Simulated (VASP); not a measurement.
# SiC (P6_3mc) in VASP: settings compared, part 2 of 2

VASP 6.6.1. The steps go on from the part before.

### Step 3. Single point, r2SCAN

Contents of POSCAR:

```
SiC
1.0
    3.0780680000      0.0000000000      0.0000000000
   -1.5390340000      2.6656850000      0.0000000000
    0.0000000000      0.0000000000     10.0759470000
Si C
4 4
Direct
    0.0000000000      0.0000000000      0.4998400000
    0.3333330000      0.6666670000      0.2499120000
    0.6666670000      0.3333330000      0.7499120000
    0.0000000000      0.0000000000      0.9998400000
    0.0000000000      0.0000000000      0.1873030000
    0.0000000000      0.0000000000      0.6873030000
    0.3333330000      0.6666670000      0.4379450000
    0.6666670000      0.3333330000      0.9379450000
```

Contents of INCAR.step1:

```
  ALGO = Normal
  EDIFF = 1E-4
  ENCUT = 520
  GGA = PE
  ISMEAR = -1
  LASPH = True
  LCHARG = False
  LREAL = False
  LWAVE = True
  NBANDS = 26
  NELM = 80
  PREC = Accurate
  SIGMA = 0.05
```

Contents of INCAR.step2:

```
  ALGO = Normal
  EDIFF = 1E-6
  ENCUT = 520
  ISIF = 2
  ISMEAR = -1
  ISTART = 1
  LASPH = True
  LCHARG = True
  LELF = True
  LMIXTAU = True
  LREAL = False
  LVHAR = True
  LWAVE = False
  METAGGA = R2SCAN
  NBANDS = 26
  NELM = 80
  PREC = Accurate
  SIGMA = 0.05
```

Contents of KPOINTS:

```
k-points
0
Gamma
  9 9 3
```

Potentials or basis: VASP PAW PBE potentials, release 64 (Si, C).

Launch:

```sh
$ cat potpaw_PBE.64/Si/POTCAR potpaw_PBE.64/C/POTCAR > POTCAR
$ cp INCAR.step1 INCAR
$ mpirun -np 1 vasp_std > vasp.out
$ cp INCAR.step2 INCAR
$ mpirun -np 1 vasp_std > vasp.out
```

OUTCAR:

```text
EDIFF = 1E-6
   ENCUT = 520
   ISIF = 2
   ISMEAR = -1
   ISTART = 1
   LASPH = True
   LREAL = False
   METAGGA = R2SCAN
   NELM = 80
   PREC = Accurate

 ion  position               nearest neighbor table
   1  0.000  0.000  0.500-   7 1.88   7 1.88   7 1.88   6 1.89   2 3.08   2 3.08   2 3.08   3 3.08
                             3 3.08   3 3.08
   2  0.333  0.667  0.250-   5 1.89   5 1.89   5 1.89   7 1.89   1 3.08   1 3.08   1 3.08   4 3.08
                             4 3.08   4 3.08
   3  0.667  0.333  0.750-   6 1.89   6 1.89   6 1.89   8 1.89   4 3.08   4 3.08   4 3.08   1 3.08
                             1 3.08   1 3.08
[... 913 lines left out ...]
  Total       -0.1440948     -0.1440948     -0.0873330      0.0000000      0.0000000      0.0000000
  in kB       -2.7924546     -2.7924545     -1.6924508      0.0000000      0.0000000      0.0000000
  external PRESSURE =      -2.4257866 kB  Pullay stress =       0.0000000 kB

 VOLUME and BASIS-vectors are now :
 -----------------------------------------------------------------------------
  energy-cutoff  :      520.00
  volume of cell :       82.67
      direct lattice vectors                 reciprocal lattice vectors
     3.078068000  0.000000000  0.000000000     0.324879112  0.187569049  0.000000000
    -1.539034000  2.665685000  0.000000000     0.000000000  0.375138098  0.000000000
     0.000000000  0.000000000 10.075947000     0.000000000  0.000000000  0.099246254

 POSITION                                       TOTAL-FORCE (eV/Angst)
 -----------------------------------------------------------------------------------
      0.00000      0.00000      5.03636        -0.000000     -0.000000      0.005155
     -0.00000      1.77712      2.51810        -0.000000      0.000000     -0.003382
      1.53904      0.88856      7.55607         0.000000     -0.000000     -0.003382
      0.00000      0.00000     10.07433         0.000000      0.000000      0.005155
      0.00000      0.00000      1.88726        -0.000000     -0.000000     -0.003812
      0.00000      0.00000      6.92523        -0.000000      0.000000     -0.003812
     -0.00000      1.77712      4.41271         0.000000      0.000000      0.002038
      1.53904      0.88856      9.45068        -0.000000     -0.000000      0.002038
 -----------------------------------------------------------------------------------
    total drift:                               -0.000000     -0.000000      0.001075

  FREE ENERGIE OF THE ION-ELECTRON SYSTEM (eV)
  ---------------------------------------------------
  free  energy   TOTEN  =       -77.3072988058 eV

  energy  without entropy=      -77.3072988058  energy(sigma->0) =      -77.30729881
```

OSZICAR.step1:

```text
N       E                     dE             d eps       ncg     rms          rms(c)
DAV:   1     0.722246922904E+02    0.72225E+02   -0.14349E+04  1248   0.109E+03
DAV:   2    -0.606799620981E+02   -0.13290E+03   -0.12447E+03  1654   0.195E+02
DAV:   3    -0.675806574235E+02   -0.69007E+01   -0.68578E+01  1690   0.410E+01
DAV:   4    -0.676655936770E+02   -0.84936E-01   -0.84803E-01  1584   0.533E+00
DAV:   5    -0.676671270214E+02   -0.15333E-02   -0.15326E-02  1672   0.672E-01    0.176E+01
DAV:   6    -0.604302296132E+02    0.72369E+01   -0.19392E+01  1582   0.193E+01    0.796E+00
DAV:   7    -0.602678434526E+02    0.16239E+00   -0.21411E+00  1728   0.653E+00    0.341E+00
DAV:   8    -0.602367954178E+02    0.31048E-01   -0.11492E-01  1492   0.161E+00    0.103E+00
DAV:   9    -0.602338102343E+02    0.29852E-02   -0.17534E-02  1582   0.712E-01    0.161E-01
DAV:  10    -0.602343084887E+02   -0.49825E-03   -0.14657E-03  1594   0.188E-01    0.785E-02
DAV:  11    -0.602343918775E+02   -0.83389E-04   -0.18116E-04  1130   0.863E-02
   1 F= -.60234392E+02 E0= -.60234392E+02  d E =-.530898E-10
```

Run time: 2.7 min. Hardware: 1 thread of AMD EPYC 7R13 (Zen 3), shared host; peak memory 0.19 GiB.

What came out:

- Free energy: -77.3073 eV
- Pressure: -0.2 GPa
- Largest force: 0.005 eV/Å
- Band gap on the k mesh: 2.73 eV (least direct gap 3.87 eV)

Forces in eV/Å, atoms in the order of the input:
```
Si   0.000  0.000  0.005
Si   0.000  0.000 -0.003
Si   0.000  0.000 -0.003
Si   0.000  0.000  0.005
C    0.000  0.000 -0.004
C    0.000  0.000 -0.004
C    0.000  0.000  0.002
C    0.000  0.000  0.002
```

Stress tensor (GPa, compression positive):
```
-0.28  0.00  0.00
 0.00 -0.28  0.00
 0.00  0.00 -0.17
```

Caveat: the PAW data sets were made with another functional, which shifts forces and pressure a little; an odd mesh through Γ misses points on the zone boundary, where band edges can lie.
